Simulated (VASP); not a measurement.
Input of a VASP 6.6.1 run:

File INCAR:

```
  ALGO = Normal
  EDIFF = 1E-6
  ENCUT = 520
  GGA = PE
  ISIF = 2
  ISMEAR = -1
  LASPH = T
  LCHARG = F
  LREAL = F
  LWAVE = F
  NBANDS = 14
  NELM = 60
  PREC = Accurate
  SIGMA = 0.05
```

KPOINTS

```
k-points
0
Gamma
  6 6 6
```

POSCAR

```
HfC
1.0
    0.0000000000      2.3250000000      2.3250000000
    2.3250000000      0.0000000000      2.3250000000
    2.3250000000      2.3250000000      0.0000000000
Hf C
1 1
Direct
    0.5000000000      0.5000000000      0.5000000000
    0.0000000000      0.0000000000      0.0000000000
```

Potentials or basis: VASP PAW PBE potentials, release 64 (Hf_pv, C).

Command:

```bash
$ cat potpaw_PBE.64/Hf_pv/POTCAR potpaw_PBE.64/C/POTCAR > POTCAR
$ mpirun -np 1 vasp_std > vasp.out
```

(1) Estimate the band gap on the k mesh.

(2) Predict the pressure.

## Answers

(1) zero (band 7 reaches 6.96 eV, above the bottom of band 8 at 5.60 eV).

(2) -0.4 GPa.

Caveat: the k points lie up to 0.39 Å⁻¹ apart; spin-orbit coupling is left out, which moves the levels of the heavy elements.
